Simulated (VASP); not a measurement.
# TaSiH4 (Pmmm) in VASP: further runs

TaSiH4 is run at these levels: PBE; tasks: single point, relaxation of cell and atoms.

All numbers are computed with VASP 6.6.1; they aren't measurements. Logs are shortened: lines on timing, memory, paths and dates and some standing lists are left out, and cuts for length are marked.

### 1 The cell of the first run

It takes space group Pmmm (No. 47, orthorhombic). Conventional cell: a = 3.034 Å, b = 3.332 Å, c = 4.551 Å, α = 90.00°, β = 90.00°, γ = 90.00°. Ta (site symmetry mmm) has 12 H at 1.96 to 2.30 Å within 2.6 Å. Within 3.1 Å of Si (site symmetry mmm) lie 12 H at 2.38 to 2.48 Å and 4 Ta at 2.82 Å and 2 Si at 3.03 Å. Within 1.2 Å of H (site symmetry mm2) lie 1 H at 0.89 Å. H (site symmetry mm2) has 6 H at 1.85 to 2.48 Å and 2 Ta at 1.96 Å and 4 Si at 2.48 Å within 2.5 Å.

### 2 Single point, PBE

The input, INCAR:

```
  ALGO = Normal
  EDIFF = 1E-7
  ENCUT = 520
  GGA = PE
  ISIF = 2
  ISMEAR = 0
  LASPH = True
  LCHARG = True
  LELF = True
  LREAL = False
  LVHAR = True
  LWAVE = False
  NBANDS = 18
  NELM = 60
  PREC = Accurate
  SIGMA = 0.1
```

The input, KPOINTS:

```
k-points
0
Gamma
  6 6 4
```

The input, POSCAR:

```
TaSiH4
1.0
    3.3320457480      0.0000000000      0.0000000000
    0.0000000000      3.0342348687      0.0000000000
    0.0000000000      0.0000000000      4.5508678997
Ta Si H
1 1 4
Direct
    0.5000000000      0.0000000000      0.5000000000
    0.0000000000      0.0000000000      0.0000000000
    0.0000000000      0.5000000000      0.5978028064
    0.5000000000      0.5000000000      0.2271799637
    0.5000000000      0.5000000000      0.7728200363
    0.0000000000      0.5000000000      0.4021971936
```

Potentials or basis: VASP PAW PBE potentials, release 64 (Ta_pv, Si, H).

Launch:

```sh
> cat potpaw_PBE.64/Ta_pv/POTCAR potpaw_PBE.64/Si/POTCAR potpaw_PBE.64/H/POTCAR > POTCAR
> mpirun -np 1 vasp_std > vasp.out
```

OUTCAR:

```text
EDIFF = 1E-7
   ENCUT = 520
   GGA = PE
   ISIF = 2
   ISMEAR = 0
   LASPH = True
   LREAL = False
   NELM = 60
   PREC = Accurate

 ion  position               nearest neighbor table
   1  0.500  0.000  0.500-   4 1.96   5 1.96   4 1.96   5 1.96   2 2.82   2 2.82   2 2.82   2 2.82

   2  0.000  0.000  0.000-   1 2.82   1 2.82   1 2.82   1 2.82
   3  0.000  0.500  0.598-
   4  0.500  0.500  0.227-   1 1.96   1 1.96
   5  0.500  0.500  0.773-   1 1.96   1 1.96
   6  0.000  0.500  0.402-

  LATTYP: Found a simple orthorhombic cell.
 ALAT       =     3.0342348687
 B/A-ratio  =     1.0981502396
 C/A-ratio  =     1.4998403540

  Lattice vectors:

 A1 = (   0.0000000000,  -3.0342348687,   0.0000000000)
 A2 = (   3.3320457480,   0.0000000000,   0.0000000000)
 A3 = (   0.0000000000,   0.0000000000,   4.5508678997)

Analysis of symmetry for initial positions (statically):
=====================================================================
 Subroutine PRICEL returns:
 Original cell was already a primitive cell.

 Routine SETGRP: Setting up the symmetry group for a
 simple orthorhombic supercell.

 Subroutine GETGRP returns: Found  8 space group operations
 (whereof  8 operations were pure point group operations)
 out of a pool of  8 trial point group operations.

The static configuration has the point symmetry D_2h.

Analysis of symmetry for dynamics (positions and initial velocities):
=====================================================================
 Subroutine PRICEL returns:
 Original cell was already a primitive cell.

 Routine SETGRP: Setting up the symmetry group for a
 simple orthorhombic supercell.

 Subroutine GETGRP returns: Found  8 space group operations
 (whereof  8 operations were pure point group operations)
 out of a pool of  8 trial point group operations.

The dynamic configuration has the point symmetry D_2h.

 Subroutine INISYM returns: Found  8 space group operations
 (whereof  8 operations are pure point group operations),
 and found     1 'primitive' translations

----------------------------------------------------------------------------------------

                                     Primitive cell

  volume of cell :      46.0102

  direct lattice vectors                    reciprocal lattice vectors
     3.332045748  0.000000000  0.000000000     0.300115927  0.000000000  0.000000000
     0.000000000  3.034234869  0.000000000     0.000000000  0.329572378  0.000000000
     0.000000000  0.000000000  4.550867900     0.000000000  0.000000000  0.219738305

  length of vectors
     3.332045748  3.034234869  4.550867900     0.300115927  0.329572378  0.219738305

  position of ions in fractional coordinates (direct lattice)
     0.500000000  0.000000000  0.500000000
     0.000000000  0.000000000  0.000000000
     0.000000000  0.500000000  0.597802806
     0.500000000  0.500000000  0.227179964
     0.500000000  0.500000000  0.772820036
     0.000000000  0.500000000  0.402197194

  ion indices of the primitive-cell ions
   primitive index   ion index
                 1           1
                 2           2
                 3           3
                 4           4
                 5           5
                 6           6

----------------------------------------------------------------------------------------

 KPOINTS: k-points

Automatic generation of k-mesh.
 Grid dimensions read from file:
 generate k-points for:    6    6    4

 Generating k-lattice:

  Cartesian coordinates                     Fractional coordinates (reciprocal lattice)
     0.050019321  0.000000000  0.000000000     0.166666667  0.000000000  0.000000000
     0.000000000  0.054928730  0.000000000     0.000000000  0.166666667  0.000000000
     0.000000000  0.000000000  0.054934576     0.000000000  0.000000000  0.250000000

  Length of vectors
     0.050019321  0.054928730  0.054934576

  Shift w.r.t. Gamma in fractional coordinates (k-lattice)
     0.000000000  0.000000000  0.000000000

 Subroutine IBZKPT returns following result:
 ===========================================

 Found     48 irreducible k-points:

 Following reciprocal coordinates:
            Coordinates               Weight
  0.000000  0.000000  0.000000      1.000000
  0.166667  0.000000  0.000000      2.000000
  0.333333  0.000000  0.000000      2.000000
  0.500000  0.000000  0.000000      1.000000
  0.000000  0.166667  0.000000      2.000000
  0.166667  0.166667  0.000000      4.000000
[... 16 lines left out ...]
  0.333333  0.166667  0.250000      8.000000
  0.500000  0.166667  0.250000      4.000000
 [... further k-points ...]
   k-points           NKPTS =     48   k-points in BZ     NKDIM =     48   number of bands    NBANDS=     18
   number of dos      NEDOS =    301   number of ions     NIONS =      6
   total plane-waves  NPLWV =  24192
   dimension x,y,z NGX =    28 NGY =   24 NGZ =   36
   dimension x,y,z NGXF=    56 NGYF=   48 NGZF=   72
   ions per type =               1   1   4
   NGX,Y,Z   is equivalent  to a cutoff of  13.97, 13.15, 13.15 a.u.
   NGXF,Y,Z  is equivalent  to a cutoff of  27.94, 26.30, 26.30 a.u.
 SYSTEM =  unknown system
   PREC   = accura    normal or accurate (medium, high low for compatibility)
   ISTART =      0    job   : 0-new  1-cont  2-samecut
   ICHARG =      2    charge: 1-file 2-atom 10-const
   ISPIN  =      1    spin polarized calculation?
   LNONCOLLINEAR =      F non collinear calculations
   LSORBIT =      F    spin-orbit coupling
   LASPH  =      T    aspherical Exc in radial PAW
   ENCUT  =  520.0 eV  38.22 Ry    6.18 a.u.   6.20  5.64  8.46*2*pi/ulx,y,z
   NELM   =     60;   NELMIN=  2; NELMDL= -5     # of ELM steps
   EDIFF  = 0.1E-06   stopping-criterion for ELM
   LREAL  =      F    real-space projection
   EDIFFG = 0.1E-05   stopping-criterion for IOM
   NSW    =      0    number of steps for IOM
   IBRION =     -1    ionic relax: 0-MD 1-quasi-New 2-CG
   NFREE  =      0    steps in history (QN), initial steepest desc. (CG)
   ISIF   =      2    stress and relaxation
   ISYM   =      2    0-nonsym 1-usesym 2-fastsym
   POTIM  = 0.5000    time-step for ionic-motion
   TEBEG  =    0.0;   TEEND  =   0.0 temperature during run
   PSTRESS=    0.0 pullay stress
   NELECT =      19.0000    total number of electrons
   NUPDOWN=      -1.0000    fix difference up-down
   EMIN   =  10.00;   EMAX   =-10.00  energy-range for DOS
   EFERMI =   0.00;   METHOD = LEGACY
   ISMEAR =     0;   SIGMA  =   0.10  broadening in eV -4-tet -1-fermi 0-gaus
   EFERMI_NEDOS =   21; number of points for ismear=-14 and -15
   IALGO  =     38    algorithm
   IMIX   =      4    mixing-type and parameters
     AMIX     =   0.40;   BMIX     =  1.00
     AMIX_MAG =   1.60;   BMIX_MAG =  1.00
  volume/ion in A,a.u.               =       7.67        51.75
  Fermi-wavevector in a.u.,A,eV,Ry     =   1.219105  2.303775 20.221222  1.486218
  Thomas-Fermi vector in A             =   2.354369
   LORBIT       =      0    0 simple, 1 ext, 2 COOP (PROOUT), +10 PAW based schemes
   GGA     = PE    functional components
   LHFCALC =     F    Hartree Fock is set to
   AEXX    =    0.0000 exact exchange contribution
   IVDW    =     0    specifies the selected vdW correction
   LEPSILON=     F    determine dielectric tensor
   LRPA    =     F    only Hartree local field effects (RPA)
 non-spin polarized calculation
 Gauss-broadening in eV      SIGMA  =   0.10
  energy-cutoff  :      520.00
  volume of cell :       46.01
 maximum number of plane-waves:      1256
 NGX is ok and might be reduce to    28
   NGX = 13   NGY = 11   NGZ = 17

 number of electron      19.0000000 magnetization

 Free energy of the ion-electron system (eV)
  ---------------------------------------------------
  ext. energy  EPLUGINS =         0.00000000
  ---------------------------------------------------
  free energy    TOTEN  =       -28.09904136 eV

  energy without entropy =      -28.08965048  energy(sigma->0) =      -28.09434592

 E-fermi :   6.3711     XC(G=0): -11.4588

 val. band max:        6.3177263071   @ k =   0.0000   0.5000   0.5000
 cond. band min:       6.3934480511   @ k =   0.3333   0.1667   0.2500
 fundamental gap:      0.0757217439
 Fermi energy:         6.3710531211

 k-point     1 :       0.0000    0.0000    0.0000
  band No.  band energies     occupation
      1     -28.6397      2.00000
      2     -28.6258      2.00000
      3     -28.4626      2.00000
      4      -7.2056      2.00000
      5      -1.7717      2.00000
      6       0.6311      2.00000
[... 10 lines left out ...]
     17      14.7900      0.00000
     18      15.1969      0.00000

 k-point     2 :       0.1667    0.0000    0.0000
  band No.  band energies     occupation
      1     -28.6940      2.00000
      2     -28.6201      2.00000
      3     -28.4585      2.00000
      4      -6.7915      2.00000
      5      -1.5224      2.00000
      6       0.7218      2.00000
[... 10 lines left out ...]
     17      14.7017      0.00000
     18      15.4197      0.00000

 k-point     3 :       0.3333    0.0000    0.0000
  band No.  band energies     occupation
      1     -28.8008      2.00000
      2     -28.6087      2.00000
      3     -28.4504      2.00000
      4      -5.6562      2.00000
      5      -1.6705      2.00000
      6       0.2930      2.00000
[... 10 lines left out ...]
     17      14.8636      0.00000
     18      15.4915      0.00000

 k-point     4 :       0.5000    0.0000    0.0000
  band No.  band energies     occupation
      1     -28.8533      2.00000
      2     -28.6029      2.00000
      3     -28.4464      2.00000
      4      -4.5205      2.00000
      5      -2.8841      2.00000
      6       0.9199      2.00000
[... 375 lines left out ...]
      4      -5.9448      2.00000
      5      -2.5287      2.00000
      6       1.1409      2.00000
[... 10 lines left out ...]
     17      15.4971      0.00000
     18      15.6109      0.00000

 k-point    23 :       0.3333    0.1667    0.2500
  band No.  band energies     occupation
      1     -28.7833      2.00000
      2     -28.5944      2.00000
      3     -28.5832      2.00000
      4      -5.0009      2.00000
      5      -1.9329      2.00000
      6      -0.3343      2.00000
[... 10 lines left out ...]
     17      14.5690      0.00000
     18      16.5522      0.00000

 k-point    24 :       0.5000    0.1667    0.2500
  band No.  band energies     occupation
      1     -28.8341      2.00000
      2     -28.5886      2.00000
      3     -28.5779      2.00000
      4      -4.2308      2.00000
      5      -1.7811      2.00000
      6      -1.1143      2.00000
[... 10 lines left out ...]
     17      13.1774      0.00000
     18      16.7063      0.00000

 [... further k-points ...]

------------------------ aborting loop because EDIFF is reached ----------------------------------------

  FORCE on cell =-STRESS in cart. coord.  units (eV):
  Direction    XX          YY          ZZ          XY          YZ          ZX
  --------------------------------------------------------------------------------------
  -------------------------------------------------------------------------------------
  Total       -0.0529138     -0.0325793     -0.0245866     -0.0000000      0.0000000      0.0000000
  in kB       -1.8425764     -1.1344841     -0.8561612     -0.0000000      0.0000000      0.0000000
  external PRESSURE =      -1.2777406 kB  Pullay stress =       0.0000000 kB

 VOLUME and BASIS-vectors are now :
 -----------------------------------------------------------------------------
  energy-cutoff  :      520.00
  volume of cell :       46.01
      direct lattice vectors                 reciprocal lattice vectors
     3.332045748  0.000000000  0.000000000     0.300115927  0.000000000  0.000000000
     0.000000000  3.034234869  0.000000000     0.000000000  0.329572378  0.000000000
     0.000000000  0.000000000  4.550867900     0.000000000  0.000000000  0.219738305

 POSITION                                       TOTAL-FORCE (eV/Angst)
 -----------------------------------------------------------------------------------
      1.66602      0.00000      2.27543        -0.000000      0.000000     -0.000000
      0.00000      0.00000      0.00000        -0.000000      0.000000     -0.000000
      0.00000      1.51712      2.72052        -0.000000     -0.000000      0.018048
      1.66602      1.51712      1.03387         0.000000      0.000000      0.021137
      1.66602      1.51712      3.51700        -0.000000      0.000000     -0.021137
      0.00000      1.51712      1.83035         0.000000      0.000000     -0.018048
 -----------------------------------------------------------------------------------
    total drift:                                0.000000     -0.000000      0.000000

  FREE ENERGIE OF THE ION-ELECTRON SYSTEM (eV)
  ---------------------------------------------------
  free  energy   TOTEN  =       -28.0990413580 eV

  energy  without entropy=      -28.0896504807  energy(sigma->0) =      -28.09434592
```

It took 46 s on 1 thread of Oxide Virtual Turin-like, shared host; peak memory 0.16 GiB.

Results:

```yaml
Free_energy: -28.0990 eV
Pressure: -0.1 GPa
Largest_force: 0.021 eV/Å
```

Forces in eV/Å, atoms in the order of the input:
```
Ta   0.000  0.000  0.000
Si   0.000  0.000  0.000
H    0.000  0.000  0.018
H    0.000  0.000  0.021
H    0.000  0.000 -0.021
H    0.000  0.000 -0.018
```

Caveat: spin-orbit coupling is left out, which moves the levels of the heavy elements.

(Continued in part 2 of 2.)
